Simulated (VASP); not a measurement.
# TePb (rocksalt type) (Fm-3m) in VASP: notebook

TePb (rocksalt type) is run at these levels: PBE; tasks: single point.

Program: VASP 6.6.1. These are calculated values, not measurements. Logs are shortened: lines on timing, memory, paths and dates and some standing lists are left out, and cuts for length are marked.

### Step 1. The cell of the first run

It takes space group Fm-3m (No. 225, cubic). Conventional cell: a = 5.599 Å, b = 5.599 Å, c = 5.599 Å, α = 90.00°, β = 90.00°, γ = 90.00°. Pb (site symmetry m-3m) has 6 Te at 2.80 Å within 3.7 Å. Te (site symmetry m-3m) has 6 Pb at 2.80 Å within 3.7 Å.

### Step 2. Single point, PBE

File INCAR:

```
SYSTEM = TePb
PREC = Accurate ; ENCUT = 520
EDIFF = 1E-7 ; ISMEAR = -1
SIGMA = 0.08 ; LREAL = .FALSE.
LASPH = .TRUE. ; NELM = 100
ALGO = Normal ; ISIF = 2
LWAVE = .FALSE. ; LCHARG = .TRUE.
GGA = PE ; LELF = .TRUE.
LVHAR = .TRUE. ; NBANDS = 17
```

File KPOINTS:

```
Automatic mesh
0
G
  13 13 13
  0 0 0
```

File POSCAR:

```
TePb
1.0
    0.0000000000      2.7992828609      2.7992828609
    2.7992828609      0.0000000000      2.7992828609
    2.7992828609      2.7992828609      0.0000000000
Pb Te
1 1
Direct
    0.0000000000      0.0000000000      0.0000000000
    0.5000000000      0.5000000000      0.5000000000
```

Potentials or basis: VASP PAW PBE potentials, release 64 (Pb_d, Te).

The run is started by

```sh
$ cat potpaw_PBE.64/Pb_d/POTCAR potpaw_PBE.64/Te/POTCAR > POTCAR
$ mpirun -np 1 vasp_std > vasp.out
```

OUTCAR:

```text
SYSTEM = TePb
   PREC = Accurate
   ENCUT = 520
   EDIFF = 1E-7
   ISMEAR = -1
   LREAL = .FALSE.
   LASPH = .TRUE.
   NELM = 100
   ISIF = 2
   GGA = PE

 ion  position               nearest neighbor table
   1  0.000  0.000  0.000-   2 2.80   2 2.80   2 2.80   2 2.80   2 2.80   2 2.80
   2  0.500  0.500  0.500-   1 2.80   1 2.80   1 2.80   1 2.80   1 2.80   1 2.80

  LATTYP: Found a face centered cubic cell.
 ALAT       =     5.5985657218

  Lattice vectors:

 A1 = (   0.0000000000,   2.7992828609,   2.7992828609)
 A2 = (   2.7992828609,   0.0000000000,   2.7992828609)
 A3 = (   2.7992828609,   2.7992828609,   0.0000000000)

Analysis of symmetry for initial positions (statically):
=====================================================================
 Subroutine PRICEL returns:
 Original cell was already a primitive cell.

 Routine SETGRP: Setting up the symmetry group for a
 face centered cubic supercell.

 Subroutine GETGRP returns: Found 48 space group operations
 (whereof 48 operations were pure point group operations)
 out of a pool of 48 trial point group operations.

The static configuration has the point symmetry O_h .

Analysis of symmetry for dynamics (positions and initial velocities):
=====================================================================
 Subroutine PRICEL returns:
 Original cell was already a primitive cell.

 Routine SETGRP: Setting up the symmetry group for a
 face centered cubic supercell.

 Subroutine GETGRP returns: Found 48 space group operations
 (whereof 48 operations were pure point group operations)
 out of a pool of 48 trial point group operations.

The dynamic configuration has the point symmetry O_h .

 Subroutine INISYM returns: Found 48 space group operations
 (whereof 48 operations are pure point group operations),
 and found     1 'primitive' translations

----------------------------------------------------------------------------------------

                                     Primitive cell

  volume of cell :      43.8703

  direct lattice vectors                    reciprocal lattice vectors
     0.000000000  2.799282861  2.799282861    -0.178617176  0.178617176  0.178617176
     2.799282861  0.000000000  2.799282861     0.178617176 -0.178617176  0.178617176
     2.799282861  2.799282861  0.000000000     0.178617176  0.178617176 -0.178617176

  length of vectors
     3.958783787  3.958783787  3.958783787     0.309374024  0.309374024  0.309374024
[... 79 lines left out ...]
   ENCUT  =  520.0 eV  38.22 Ry    6.18 a.u.   7.36  7.36  7.36*2*pi/ulx,y,z
   NELM   =    100;   NELMIN=  2; NELMDL= -5     # of ELM steps
   EDIFF  = 0.1E-06   stopping-criterion for ELM
   LREAL  =      F    real-space projection
   EDIFFG = 0.1E-05   stopping-criterion for IOM
   NSW    =      0    number of steps for IOM
   IBRION =     -1    ionic relax: 0-MD 1-quasi-New 2-CG
   NFREE  =      0    steps in history (QN), initial steepest desc. (CG)
   ISIF   =      2    stress and relaxation
   ISYM   =      2    0-nonsym 1-usesym 2-fastsym
   POTIM  = 0.5000    time-step for ionic-motion
   TEBEG  =    0.0;   TEEND  =   0.0 temperature during run
   PSTRESS=    0.0 pullay stress
   NELECT =      20.0000    total number of electrons
   NUPDOWN=      -1.0000    fix difference up-down
   EMIN   =  10.00;   EMAX   =-10.00  energy-range for DOS
   EFERMI =   0.00;   METHOD = LEGACY
   ISMEAR =    -1;   SIGMA  =   0.08  broadening in eV -4-tet -1-fermi 0-gaus
   EFERMI_NEDOS =   21; number of points for ismear=-14 and -15
   IALGO  =     38    algorithm
   IMIX   =      4    mixing-type and parameters
     AMIX     =   0.40;   BMIX     =  1.00
     AMIX_MAG =   1.60;   BMIX_MAG =  1.00
  volume/ion in A,a.u.               =      21.94       148.03
  Fermi-wavevector in a.u.,A,eV,Ry     =   1.259973  2.381004 21.599698  1.587533
  Thomas-Fermi vector in A             =   2.393506
   LORBIT       =      0    0 simple, 1 ext, 2 COOP (PROOUT), +10 PAW based schemes
   GGA     = PE    functional components
   LHFCALC =     F    Hartree Fock is set to
   AEXX    =    0.0000 exact exchange contribution
   IVDW    =     0    specifies the selected vdW correction
   LEPSILON=     F    determine dielectric tensor
   LRPA    =     F    only Hartree local field effects (RPA)
 non-spin polarized calculation
  energy-cutoff  :      520.00
  volume of cell :       43.87
 maximum number of plane-waves:      1243
 NGX is ok and might be reduce to    30
   NGX = 15   NGY = 15   NGZ = 15

 number of electron      20.0000000 magnetization

 Free energy of the ion-electron system (eV)
  ---------------------------------------------------
  ext. energy  EPLUGINS =         0.00000000
  ---------------------------------------------------
  free energy    TOTEN  =        -4.57550513 eV

  energy without entropy =       -4.56763468  energy(sigma->0) =       -4.57156990

 E-fermi :  12.4736     XC(G=0): -11.3888

 val. band max:       12.4504898633   @ k =  -0.3077   0.0769   0.0000
 cond. band min:      12.5683726299   @ k =  -0.3846   0.0769   0.0000
 fundamental gap:      0.1178827666
 Fermi energy:        12.4735511156

 k-point     1 :       0.0000    0.0000    0.0000
  band No.  band energies     occupation
      1      -5.6400      2.00000
      2      -5.6400      2.00000
      3      -5.5809      2.00000
      4      -5.5809      2.00000
      5      -5.5809      2.00000
      6      -4.1367      2.00000
[... 457 lines left out ...]
      4      -5.5179      2.00000
      5      -5.4857      2.00000
      6      -1.4682      2.00000
[... 9 lines left out ...]
     16      22.3203      0.00000
     17      23.0194      0.00000

 [... further k-points ...]

------------------------ aborting loop because EDIFF is reached ----------------------------------------

  FORCE on cell =-STRESS in cart. coord.  units (eV):
  Direction    XX          YY          ZZ          XY          YZ          ZX
  --------------------------------------------------------------------------------------
  -------------------------------------------------------------------------------------
  Total       14.7769739     14.7769739     14.7769739      0.0000000     -0.0000000      0.0000000
  in kB      539.6668450    539.6668450    539.6668450      0.0000000     -0.0000000      0.0000000
  external PRESSURE =     539.6668450 kB  Pullay stress =       0.0000000 kB

 VOLUME and BASIS-vectors are now :
 -----------------------------------------------------------------------------
  energy-cutoff  :      520.00
  volume of cell :       43.87
      direct lattice vectors                 reciprocal lattice vectors
     0.000000000  2.799282861  2.799282861    -0.178617176  0.178617176  0.178617176
     2.799282861  0.000000000  2.799282861     0.178617176 -0.178617176  0.178617176
     2.799282861  2.799282861  0.000000000     0.178617176  0.178617176 -0.178617176

 POSITION                                       TOTAL-FORCE (eV/Angst)
 -----------------------------------------------------------------------------------
      0.00000      0.00000      0.00000        -0.000000      0.000000     -0.000000
      2.79928      2.79928      2.79928         0.000000     -0.000000      0.000000
 -----------------------------------------------------------------------------------
    total drift:                               -0.000000      0.000000      0.000000

  FREE ENERGIE OF THE ION-ELECTRON SYSTEM (eV)
  ---------------------------------------------------
  free  energy   TOTEN  =        -4.5755051332 eV

  energy  without entropy=       -4.5676346760  energy(sigma->0) =       -4.57156990
```

stdout:

```text
POSCAR found type information on POSCAR PbTe
 POSCAR found :  2 types and       2 ions
 scaLAPACK will be used
 LDA part: xc-table for (Slater+PW92), standard interpolation
 POSCAR, INCAR and KPOINTS ok, starting setup
 FFT: planning ... GRIDC
 FFT: planning ... GRID_SOFT
 FFT: planning ... GRID
 WAVECAR not read
 entering main loop
```

Wall time 31 s (1 thread of Intel Xeon 6975P-C (Granite Rapids), shared host); peak memory 0.21 GiB.

Results:

```yaml
Free_energy: -4.5755 eV
Pressure: 54.0 GPa
```

Levels at points of the mesh, in eV from the Fermi level:
| k point | band 7 | band 8 | band 9 | band 10 | band 11 | band 12 | band 13 | band 14 |
| --- | --- | --- | --- | --- | --- | --- | --- | --- |
| (0.00, 0.00, 0.00) | -3.86 | -3.22 | -3.22 | -3.22 | 4.37 | 4.37 | 4.37 | 4.71 |

Caveat: this odd mesh misses L, so gap, dielectric constants and Born charges aren't listed; the cell stands under pressure; spin-orbit coupling is left out, which moves the levels of the heavy elements.

### Step 3. Single point, PBE

File INCAR:

```
ALGO = Normal ; EDIFF = 1E-7
ENCUT = 520 ; GGA = PE
ISIF = 2 ; ISMEAR = -1
LASPH = True ; LCHARG = True
LELF = True ; LREAL = False
LVHAR = True ; LWAVE = False
NBANDS = 17 ; NELM = 80
PREC = Accurate ; SIGMA = 0.08
```

File KPOINTS:

```
k-points
0
Gamma
  13 13 13
```

POSCAR is that of step 2.

Potentials or basis: VASP PAW PBE potentials, release 64 (Pb_d, Te).

The run is started by

```sh
$ cat potpaw_PBE.64/Pb_d/POTCAR potpaw_PBE.64/Te/POTCAR > POTCAR
$ mpirun -np 1 vasp_std > vasp.out
```

Run time: 30 s. Hardware: 1 thread of Intel Xeon 6975P-C (Granite Rapids), shared host; peak memory 0.21 GiB.

The run converged. Its results:

```
Free energy : -4.5755 eV
Pressure    : 54.0 GPa
```

Levels at points of the mesh, in eV from the Fermi level:
```tsv
k point	band 7	band 8	band 9	band 10	band 11	band 12	band 13	band 14
(0.00, 0.00, 0.00)	-3.86	-3.22	-3.22	-3.22	4.37	4.37	4.37	4.71
```

Caveat: this odd mesh misses L, so gap, dielectric constants and Born charges aren't listed; the cell stands under pressure; spin-orbit coupling is left out, which moves the levels of the heavy elements.
